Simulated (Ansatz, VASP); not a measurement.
SiC: VASP beside Ansatz

File INCAR:

```
SYSTEM = SiC
ALGO = Normal ; EDIFF = 1E-8
ENCUT = 520 ; GGA = PE
ISIF = 2 ; ISMEAR = -1
LASPH = .TRUE. ; LCHARG = .FALSE.
LEFG = .TRUE. ; LREAL = .FALSE.
LWAVE = .FALSE. ; NBANDS = 16
NELM = 100 ; PREC = Accurate
SIGMA = 0.08
```

File KPOINTS:

```
k-points
0
G
  13 13 7
  0 0 0
```

The input POSCAR:

```
SiC
1.0
    3.0919694552      0.0000000000      0.0000000000
   -1.5459847276      2.6777240959      0.0000000000
    0.0000000000      0.0000000000      5.0743260569
Si C
2 2
Direct
    0.3333333333      0.6666666667      0.0000810694
    0.6666666667      0.3333333333      0.5000810694
    0.3333333333      0.6666666667      0.3759189306
    0.6666666667      0.3333333333      0.8759189306
```

Input for Ansatz:

```yaml
crystal:
  lattice:
    - [3.0919694552, 0.0, 0.0]
    - [-1.5459847276, 2.6777240959, 0.0]
    - [0.0, 0.0, 5.0743260569]
  atoms:
    - { symbol: Si, position: [0.3333333333, 0.6666666667, 8.10694e-05] }
    - { symbol: Si, position: [0.6666666667, 0.3333333333, 0.5000810694] }
    - { symbol: C, position: [0.3333333333, 0.6666666667, 0.3759189306] }
    - { symbol: C, position: [0.6666666667, 0.3333333333, 0.8759189306] }
kpoints:
  mp_grid: { grid: [13, 13, 7] }
  band_path:
    path:
      - [0.0, 0.0, 0.0]
      - [0.5, 0.0, 0.0]
      - [0.3333333333, 0.3333333333, 0.0]
      - [0.0, 0.0, 0.0]
      - [0.0, 0.0, 0.5]
      - [0.5, 0.0, 0.5]
      - [0.3333333333, 0.3333333333, 0.5]
      - [0.0, 0.0, 0.5]
      - [0.5, 0.0, 0.5]
    npoints: 8
scf:
  occupations: { method: fermi_dirac, width: 0.08 }
hamiltonian:
  xc: pbe
  pseudopotentials: { kind: paw }
output:
  forces: true
  stress: true
  eigenvalues: true
  efg: { contact_densities: true }
  populations: true
  bader: true
  dos: { projected: true, de: 0.2, e_range: [-14, 8] }
```

Alike in both runs: task electric field gradients; functional PBE; k mesh 13 × 13 × 7; occupations fermi-dirac, width 0.08 eV; no spin polarisation.

|  | VASP | Ansatz |
| --- | --- | --- |
| version | VASP 6.6.1 | Ansatz 0.2.0 |
| potentials or method | VASP PAW PBE potentials, release 64 (Si, C) | PAW with Ansatz's default frozen-core files, scalar-relativistic |
| plane-wave cutoff (eV) | 520 | 420 |
| valence electrons in the cell | 16 | 16 |

```tsv
	VASP	Ansatz	Ansatz less VASP
pressure (GPa)	-0.1	0.0	+0.05
size of Vzz on the site where it differs most (V/Å²)	3.3	3.1	-0.18
```

The functional is the same, so the differences come from potentials, cutoffs and numerics.
